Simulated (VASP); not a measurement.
A run of VASP 6.6.1 is set up as follows.

File INCAR:

```
SYSTEM = Sb
PREC = Accurate
ENCUT = 520
EDIFF = 1E-8
ISMEAR = -1
SIGMA = 0.05
LREAL = .FALSE.
LASPH = .TRUE.
NELM = 60
ALGO = Normal
ISIF = 2
LWAVE = .FALSE.
LCHARG = .FALSE.
GGA = PS
LEFG = .TRUE.
NBANDS = 8
```

The input KPOINTS:

```
Automatic mesh
0
G
  12 12 12
  0 0 0
```

Contents of POSCAR:

```
Sb
1.0
    0.0000000000      2.3353324258      2.3353324258
    2.3353324258      0.0000000000      2.3353324258
    2.3353324258      2.3353324258      0.0000000000
Sb
1
Direct
    0.0000000000      0.0000000000      0.0000000000
```

Potentials or basis: VASP PAW PBE potentials, release 64 (Sb).

The run is started by

```console
$ cat potpaw_PBE.64/Sb/POTCAR > POTCAR
$ mpirun -np 1 vasp_std > vasp.out
```

**Question.** Predict the pressure.

**Answer.** 2.1 GPa.

Caveat: without QUAD_EFG the Cq values of the log hold for a quadrupole moment of 1 mb, not for the nuclei; the PAW data sets were made with another functional, which shifts forces and pressure a little.
